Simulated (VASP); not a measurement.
# MnCuAs (series) (P4/nmm) in VASP: a series of runs

MnCuAs (series) is run at these levels: PBE; tasks: single point.

Program: VASP 6.6.1. These are calculated values, not measurements. Logs are shortened: lines on timing, memory, paths and dates and some standing lists are left out, and cuts for length are marked.

### 1 The cell of the first run

Symmetry: P4/nmm, No. 129, tetragonal system. The conventional cell has a = 3.699 Å, b = 3.699 Å, c = 6.408 Å, α = 90.00°, β = 90.00°, γ = 90.00°. Mn (site symmetry 4mm) has 5 As at 2.49 to 2.64 Å and 4 Cu at 2.84 Å within 3.3 Å. Cu (site symmetry -4m2) has 4 As at 2.56 Å and 4 Cu at 2.62 Å and 4 Mn at 2.84 Å within 3.4 Å. Within 3.3 Å of As (site symmetry 4mm) lie 5 Mn at 2.49 to 2.64 Å and 4 Cu at 2.56 Å.

### 2 Single point, PBE, collinear spin, antiferromagnetic start

Contents of INCAR:

```
ALGO     = Normal         # electronic algorithm
EDIFF    = 1E-6           # SCF threshold, eV
ENCUT    = 520            # plane-wave cutoff, eV
GGA      = PE             # functional
ISIF     = 2              # what is computed and relaxed
ISMEAR   = 0              # smearing method
ISPIN    = 2              # spin polarisation
LASPH    = T              # aspherical terms in the spheres
LCHARG   = F              # write CHGCAR
LMAXMIX  = 4              # l up to which the mixer works
LORBIT   = 11             # projections on sites
LREAL    = F              # projectors in reciprocal space
LWAVE    = F              # write WAVECAR
MAGMOM   = 3.71 -3.71 0 0 0 0 # initial moments
NBANDS   = 42             # bands
NELM     = 150            # most SCF steps
PREC     = Accurate       # precision mode
SIGMA    = 0.1            # smearing width, eV
```

Contents of KPOINTS:

```
k-points
0
Gamma
  4 4 2
```

Contents of POSCAR:

```
MnCuAs
1.0
    3.6994910000      0.0000000000      0.0000000000
    0.0000000000      3.6994910000      0.0000000000
    0.0000000000      0.0000000000      6.4084220000
Mn Cu As
2 2 2
Direct
    0.0000000000      0.5000000000      0.1640200000
    0.5000000000      0.0000000000      0.8359800000
    0.0000000000      0.0000000000      0.5000000000
    0.5000000000      0.5000000000      0.5000000000
    0.0000000000      0.5000000000      0.7762460000
    0.5000000000      0.0000000000      0.2237540000
```

Potentials or basis: VASP PAW PBE potentials, release 64 (Mn_pv, Cu, As).

Launch:

```bash
> cat potpaw_PBE.64/Mn_pv/POTCAR potpaw_PBE.64/Cu/POTCAR potpaw_PBE.64/As/POTCAR > POTCAR
> mpirun -np 1 vasp_std > vasp.out
```

OUTCAR:

```text
EDIFF = 1E-6
   ENCUT = 520
   GGA = PE
   ISIF = 2
   ISMEAR = 0
   ISPIN = 2
   LASPH = T
   LORBIT = 11
   LREAL = F
   NELM = 150
   PREC = Accurate

 ion  position               nearest neighbor table
   1  0.000  0.500  0.164-   5 2.49   6 2.64   6 2.64   6 2.64   6 2.64   3 2.84   4 2.84   4 2.84
                             3 2.84
   2  0.500  0.000  0.836-   6 2.49   5 2.64   5 2.64   5 2.64   5 2.64   3 2.84   3 2.84   4 2.84
                             4 2.84
   3  0.000  0.000  0.500-   5 2.56   6 2.56   5 2.56   6 2.56   4 2.62   4 2.62   4 2.62   4 2.62
                             2 2.84   1 2.84   2 2.84   1 2.84
   4  0.500  0.500  0.500-   5 2.56   6 2.56   6 2.56   5 2.56   3 2.62   3 2.62   3 2.62   3 2.62
                             1 2.84   2 2.84   2 2.84   1 2.84
   5  0.000  0.500  0.776-   1 2.49   3 2.56   4 2.56   3 2.56   4 2.56   2 2.64   2 2.64   2 2.64
                             2 2.64
   6  0.500  0.000  0.224-   2 2.49   3 2.56   4 2.56   4 2.56   3 2.56   1 2.64   1 2.64   1 2.64
                             1 2.64

  LATTYP: Found a simple tetragonal cell.
 ALAT       =     3.6994910000
 C/A-ratio  =     1.7322442466

  Lattice vectors:

 A1 = (   3.6994910000,   0.0000000000,   0.0000000000)
 A2 = (   0.0000000000,   3.6994910000,   0.0000000000)
 A3 = (   0.0000000000,   0.0000000000,   6.4084220000)

Analysis of symmetry for initial positions (statically):
=====================================================================
 Subroutine PRICEL returns:
 Original cell was already a primitive cell.

 Routine SETGRP: Setting up the symmetry group for a
 simple tetragonal supercell.

 Subroutine GETGRP returns: Found 16 space group operations
 (whereof  8 operations were pure point group operations)
 out of a pool of 16 trial point group operations.

The static configuration has the point symmetry D_2d.
 The point group associated with its full space group is D_4h.

Analysis of symmetry for dynamics (positions and initial velocities):
=====================================================================
 Subroutine PRICEL returns:
 Original cell was already a primitive cell.

 Routine SETGRP: Setting up the symmetry group for a
 simple tetragonal supercell.

 Subroutine GETGRP returns: Found 16 space group operations
 (whereof  8 operations were pure point group operations)
 out of a pool of 16 trial point group operations.

The dynamic configuration has the point symmetry D_2d.
 The point group associated with its full space group is D_4h.

Analysis of structural, dynamic, and magnetic symmetry:
=====================================================================
 Subroutine PRICEL returns:
 Original cell was already a primitive cell.

 Routine SETGRP: Setting up the symmetry group for a
 simple tetragonal supercell.

 Subroutine GETGRP returns: Found 16 space group operations
 (whereof  8 operations were pure point group operations)
 out of a pool of 16 trial point group operations.

The overall configuration has the point symmetry D_2d.
 The point group associated with its full space group is D_4h.

 Subroutine INISYM returns: Found 16 space group operations
 (whereof  8 operations are pure point group operations),
 and found     1 'primitive' translations

----------------------------------------------------------------------------------------

                                     Primitive cell

  volume of cell :      87.7072

  direct lattice vectors                    reciprocal lattice vectors
     3.699491000  0.000000000  0.000000000     0.270307456  0.000000000  0.000000000
     0.000000000  3.699491000  0.000000000     0.000000000  0.270307456  0.000000000
     0.000000000  0.000000000  6.408422000     0.000000000  0.000000000  0.156044655

  length of vectors
     3.699491000  3.699491000  6.408422000     0.270307456  0.270307456  0.156044655

  position of ions in fractional coordinates (direct lattice)
     0.000000000  0.500000000  0.164020000
     0.500000000  0.000000000  0.835980000
     0.000000000  0.000000000  0.500000000
     0.500000000  0.500000000  0.500000000
[... 50 lines left out ...]
  0.500000  0.250000  0.500000      4.000000
  0.500000  0.500000  0.500000      1.000000
   k-points           NKPTS =     12   k-points in BZ     NKDIM =     12   number of bands    NBANDS=     42
   number of dos      NEDOS =    301   number of ions     NIONS =      6
   total plane-waves  NPLWV =  37632
   dimension x,y,z NGX =    28 NGY =   28 NGZ =   48
   dimension x,y,z NGXF=    56 NGYF=   56 NGZF=   96
   ions per type =               2   2   2
   NGX,Y,Z   is equivalent  to a cutoff of  12.58, 12.58, 12.45 a.u.
   NGXF,Y,Z  is equivalent  to a cutoff of  25.17, 25.17, 24.90 a.u.
 SYSTEM =  unknown system
   PREC   = accura    normal or accurate (medium, high low for compatibility)
   ISTART =      0    job   : 0-new  1-cont  2-samecut
   ICHARG =      2    charge: 1-file 2-atom 10-const
   ISPIN  =      2    spin polarized calculation?
   LNONCOLLINEAR =      F non collinear calculations
   LSORBIT =      F    spin-orbit coupling
   LASPH  =      T    aspherical Exc in radial PAW
   ENCUT  =  520.0 eV  38.22 Ry    6.18 a.u.   6.88  6.88 11.92*2*pi/ulx,y,z
   NELM   =    150;   NELMIN=  2; NELMDL= -5     # of ELM steps
   EDIFF  = 0.1E-05   stopping-criterion for ELM
   LREAL  =      F    real-space projection
   EDIFFG = 0.1E-04   stopping-criterion for IOM
   NSW    =      0    number of steps for IOM
   IBRION =     -1    ionic relax: 0-MD 1-quasi-New 2-CG
   NFREE  =      0    steps in history (QN), initial steepest desc. (CG)
   ISIF   =      2    stress and relaxation
   ISYM   =      2    0-nonsym 1-usesym 2-fastsym
   POTIM  = 0.5000    time-step for ionic-motion
   TEBEG  =    0.0;   TEEND  =   0.0 temperature during run
   PSTRESS=    0.0 pullay stress
   NELECT =      58.0000    total number of electrons
   NUPDOWN=      -1.0000    fix difference up-down
   EMIN   =  10.00;   EMAX   =-10.00  energy-range for DOS
   EFERMI =   0.00;   METHOD = LEGACY
   ISMEAR =     0;   SIGMA  =   0.10  broadening in eV -4-tet -1-fermi 0-gaus
   EFERMI_NEDOS =   21; number of points for ismear=-14 and -15
   IALGO  =     38    algorithm
   IMIX   =      4    mixing-type and parameters
     AMIX     =   0.40;   BMIX     =  1.00
     AMIX_MAG =   1.60;   BMIX_MAG =  1.00
  volume/ion in A,a.u.               =      14.62        98.65
  Fermi-wavevector in a.u.,A,eV,Ry     =   1.426283  2.695285 27.678117  2.034284
  Thomas-Fermi vector in A             =   2.546577
   LORBIT       =     11    0 simple, 1 ext, 2 COOP (PROOUT), +10 PAW based schemes
   GGA     = PE    functional components
   LHFCALC =     F    Hartree Fock is set to
   AEXX    =    0.0000 exact exchange contribution
   IVDW    =     0    specifies the selected vdW correction
   LEPSILON=     F    determine dielectric tensor
   LRPA    =     F    only Hartree local field effects (RPA)
 spin polarized calculation
 Gauss-broadening in eV      SIGMA  =   0.10
  energy-cutoff  :      520.00
  volume of cell :       87.71
 maximum number of plane-waves:      2400
 NGX is ok and might be reduce to    28
   NGX = 13   NGY = 13   NGZ = 23

 number of electron      58.0000056 magnetization      -0.0000000

 number of electron      58.0000056 magnetization       0.0000000

 Free energy of the ion-electron system (eV)
  ---------------------------------------------------
  ext. energy  EPLUGINS =         0.00000000
  ---------------------------------------------------
  free energy    TOTEN  =       -35.08010107 eV

  energy without entropy =      -35.07209625  energy(sigma->0) =      -35.07609866

 E-fermi :   8.0404     XC(G=0): -11.8224

 val. band max:        7.9563459528   @ k =   0.2500   0.0000   0.0000
 cond. band min:       8.1405008133   @ k =   0.2500   0.2500   0.0000
 fundamental gap:      0.1841548606
 Fermi energy:         8.0403697138

 spin component 1

 k-point     1 :       0.0000    0.0000    0.0000
  band No.  band energies     occupation
      1     -42.0766      1.00000
      2     -42.0766      1.00000
      3     -41.9720      1.00000
      4     -38.3977      1.00000
      5     -38.3755      1.00000
      6     -38.3755      1.00000
[... 517 lines left out ...]
     40      12.8591      0.00000
     41      14.2100      0.00000
 Fermi energy:         8.0403697138

 spin component 2

 k-point     1 :       0.0000    0.0000    0.0000
  band No.  band energies     occupation
      1     -42.0766      1.00000
      2     -42.0766      1.00000
      3     -41.9720      1.00000
      4     -38.3977      1.00000
      5     -38.3755      1.00000
      6     -38.3755      1.00000
[... 517 lines left out ...]
     40      12.8591      0.00000
     41      14.2100      0.00000
 [bands above 41 left out]

------------------------ aborting loop because EDIFF is reached ----------------------------------------

  FORCE on cell =-STRESS in cart. coord.  units (eV):
  Direction    XX          YY          ZZ          XY          YZ          ZX
  --------------------------------------------------------------------------------------
  -------------------------------------------------------------------------------------
  Total       -0.0021083     -0.0021083     -0.1657946      0.0000000      0.0000000      0.0000000
  in kB       -0.0385134     -0.0385134     -3.0286286      0.0000000      0.0000000      0.0000000
  external PRESSURE =      -1.0352185 kB  Pullay stress =       0.0000000 kB

 VOLUME and BASIS-vectors are now :
 -----------------------------------------------------------------------------
  energy-cutoff  :      520.00
  volume of cell :       87.71
      direct lattice vectors                 reciprocal lattice vectors
     3.699491000  0.000000000  0.000000000     0.270307456  0.000000000  0.000000000
     0.000000000  3.699491000  0.000000000     0.000000000  0.270307456  0.000000000
     0.000000000  0.000000000  6.408422000     0.000000000  0.000000000  0.156044655

 POSITION                                       TOTAL-FORCE (eV/Angst)
 -----------------------------------------------------------------------------------
      0.00000      1.84975      1.05111        -0.000000      0.000000     -0.427691
      1.84975      0.00000      5.35731         0.000000      0.000000      0.427691
      0.00000      0.00000      3.20421        -0.000000      0.000000     -0.000000
      1.84975      1.84975      3.20421        -0.000000     -0.000000     -0.000000
      0.00000      1.84975      4.97451         0.000000      0.000000     -0.060972
      1.84975      0.00000      1.43391        -0.000000     -0.000000      0.060972
 -----------------------------------------------------------------------------------
    total drift:                                0.000000      0.000000      0.000000

  FREE ENERGIE OF THE ION-ELECTRON SYSTEM (eV)
  ---------------------------------------------------
  free  energy   TOTEN  =       -35.0801010713 eV

  energy  without entropy=      -35.0720962484  energy(sigma->0) =      -35.07609866

 total charge

# of ion       s       p       d       tot
------------------------------------------
    1        0.240   6.206   5.075  11.522
    2        0.240   6.206   5.075  11.522
    3        0.390   0.398   9.206   9.993
    4        0.390   0.398   9.206   9.993
    5        1.198   1.549   0.069   2.816
    6        1.198   1.549   0.069   2.816
--------------------------------------------------
tot          3.655  16.307  28.700  48.662

 magnetization (x)

# of ion       s       p       d       tot
------------------------------------------
    1        0.033   0.036   3.405   3.474
    2       -0.033  -0.036  -3.405  -3.474
    3        0.000   0.000   0.000   0.000
    4        0.000   0.000   0.000   0.000
    5       -0.010   0.032  -0.004   0.018
    6        0.010  -0.032   0.004  -0.018
--------------------------------------------------
tot          0.000   0.000  -0.000  -0.000
```

It took 2.3 min on 1 thread of Oxide Virtual Turin-like, shared host; peak memory 0.22 GiB.

What came out:

* Free energy: -35.0801 eV
* Pressure: -0.1 GPa
* Largest force: 0.428 eV/Å
* Band gap on the k mesh: zero (filled and empty bands overlap)
* Net moment: 0.00 μB per cell
* Site moments: Mn +3.47, -3.47; Cu +0.00; As +0.02, -0.02 μB
* Valence electrons inside the program's atomic spheres: Mn 11.52; Cu 9.99; As 2.82

Forces on the atoms (eV/Å):
```
Mn   0.000  0.000 -0.428
Mn   0.000  0.000  0.428
Cu   0.000  0.000  0.000
Cu   0.000  0.000  0.000
As   0.000  0.000 -0.061
As   0.000  0.000  0.061
```

Stress tensor (GPa, compression positive):
```
 0.00  0.00  0.00
 0.00  0.00  0.00
 0.00  0.00 -0.30
```

Caveat: the k points lie up to 0.49 Å⁻¹ apart.

### 3 Single point, PBE, collinear spin, antiferromagnetic start

Contents of INCAR:

```
SYSTEM = MnCuAs
ALGO     = Normal         ! electronic algorithm
EDIFF    = 1E-7           ! SCF threshold, eV
ENCUT    = 520            ! plane-wave cutoff, eV
GGA      = PE             ! functional
ISIF     = 2              ! what is computed and relaxed
ISMEAR   = 0              ! smearing method
ISPIN    = 2              ! spin polarisation
LASPH    = .TRUE.         ! aspherical terms in the spheres
LCHARG   = .FALSE.        ! write CHGCAR
LMAXMIX  = 4              ! l up to which the mixer works
LORBIT   = 11             ! projections on sites
LREAL    = .FALSE.        ! projectors in reciprocal space
LWAVE    = .FALSE.        ! write WAVECAR
MAGMOM   = 3.71 -3.71 0 0 0 0 ! initial moments
NBANDS   = 42             ! bands
NELM     = 150            ! most SCF steps
PREC     = Accurate       ! precision mode
SIGMA    = 0.1            ! smearing width, eV
```

Contents of KPOINTS:

```
k-points
0
G
  6 6 4
  0 0 0
```

POSCAR is that of step 2.

Potentials or basis: VASP PAW PBE potentials, release 64 (Mn_pv, Cu, As).

Launch:

```bash
> cat potpaw_PBE.64/Mn_pv/POTCAR potpaw_PBE.64/Cu/POTCAR potpaw_PBE.64/As/POTCAR > POTCAR
> mpirun -np 1 vasp_std > vasp.out
```

It took 5.9 min on 1 thread of Oxide Virtual Turin-like, shared host; peak memory 0.29 GiB.

The run converged. Its results:

| Quantity | Value |
| --- | --- |
| Free energy | -35.1806 eV |
| Pressure | -0.2 GPa |
| Largest force | 0.442 eV/Å |
| Band gap on the k mesh | zero (filled and empty bands overlap) |
| Net moment | 0.00 μB per cell |
| Site moments | Mn +3.47, -3.47; Cu +0.00; As +0.01, -0.01 μB |
| Valence electrons inside the program's atomic spheres | Mn 11.52; Cu 9.99; As 2.81 |

Forces in eV/Å, atoms in the order of the input:
```
Mn   0.000  0.000 -0.442
Mn   0.000  0.000  0.442
Cu   0.000  0.000  0.000
Cu   0.000  0.000  0.000
As   0.000  0.000  0.022
As   0.000  0.000 -0.022
```

Stress tensor (GPa, compression positive):
```
 0.21  0.00  0.00
 0.00  0.21  0.00
 0.00  0.00 -0.99
```

Levels at points of the mesh, in eV from the Fermi level:
Spin up:
```
           k point  band 26  band 27  band 28  band 29  band 30  band 31  band 32  band 33
(0.00, 0.00, 0.00)    -2.25    -1.45    -0.70    -0.25    -0.25     0.24     0.78     1.23
(0.50, 0.00, 0.00)    -2.06    -1.87    -1.34    -0.28     0.57     1.01     1.25     1.66
(0.50, 0.50, 0.00)    -2.30    -2.07    -2.07    -1.55     0.11     0.32     0.40     0.40
(0.00, 0.00, 0.50)    -1.74    -1.72    -0.64    -0.57    -0.57     0.24     1.36     1.36
(0.50, 0.00, 0.50)    -1.98    -1.47    -0.97     0.42     0.66     0.81     0.97     1.67
(0.50, 0.50, 0.50)    -2.02    -2.02    -1.95    -1.67     0.64     0.64     0.81     1.17
```
Spin down:
| k point | band 26 | band 27 | band 28 | band 29 | band 30 | band 31 | band 32 | band 33 |
| --- | --- | --- | --- | --- | --- | --- | --- | --- |
| (0.00, 0.00, 0.00) | -2.25 | -1.45 | -0.70 | -0.25 | -0.25 | 0.24 | 0.78 | 1.23 |
| (0.50, 0.00, 0.00) | -2.06 | -1.87 | -1.34 | -0.28 | 0.57 | 1.01 | 1.25 | 1.66 |
| (0.50, 0.50, 0.00) | -2.30 | -2.07 | -2.07 | -1.55 | 0.11 | 0.32 | 0.40 | 0.40 |
| (0.00, 0.00, 0.50) | -1.74 | -1.72 | -0.64 | -0.57 | -0.57 | 0.24 | 1.36 | 1.36 |
| (0.50, 0.00, 0.50) | -1.98 | -1.47 | -0.97 | 0.42 | 0.66 | 0.81 | 0.97 | 1.67 |
| (0.50, 0.50, 0.50) | -2.02 | -2.02 | -1.95 | -1.67 | 0.64 | 0.64 | 0.81 | 1.17 |
